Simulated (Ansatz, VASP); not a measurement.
**Two plane-wave programs on SnO2**

```xyz
6
Lattice="4.5685 0.0000 0.0000 0.0000 4.5690 0.0000 0.0000 0.0000 3.0864" Properties=species:S:1:pos:R:3 pbc="T T T"
Sn    2.2842    2.2845    1.5432
Sn    0.0000    0.0000    0.0000
O     1.3979    1.3989    0.0000
O     3.6821    0.8856    1.5432
O     0.8863    3.6833    1.5432
O     3.1706    3.1701    0.0000
```

Alike in both runs: task single point; functional LDA; k mesh 6 × 6 × 8; occupations gaussian, width 0.05 eV; no spin polarisation.

```csv
,VASP,Ansatz
version,VASP 6.6.1,Ansatz 0.2.0
potentials or method,"VASP PAW LDA potentials, release 64 (Sn_d, O), cutoff 520 eV","scalar-relativistic, plane waves, PAW"
valence electrons in the cell,52,52
```

```tsv
	VASP	Ansatz	Ansatz less VASP
gap on the k mesh at the Fermi level (eV)	2.45	2.41	-0.032
least direct gap on the mesh (eV)	2.45	2.41	-0.032
rms of the force components (eV/Å)	0.196	0.178	-0.0180
```

Ansatz warns that its potentials were made for another functional, while VASP's fit it. LDA's correlation is that of Perdew and Zunger in VASP and of Perdew and Wang (1992) in Ansatz. Atom by atom the forces differ by 0.018 eV/Å (rms over components).
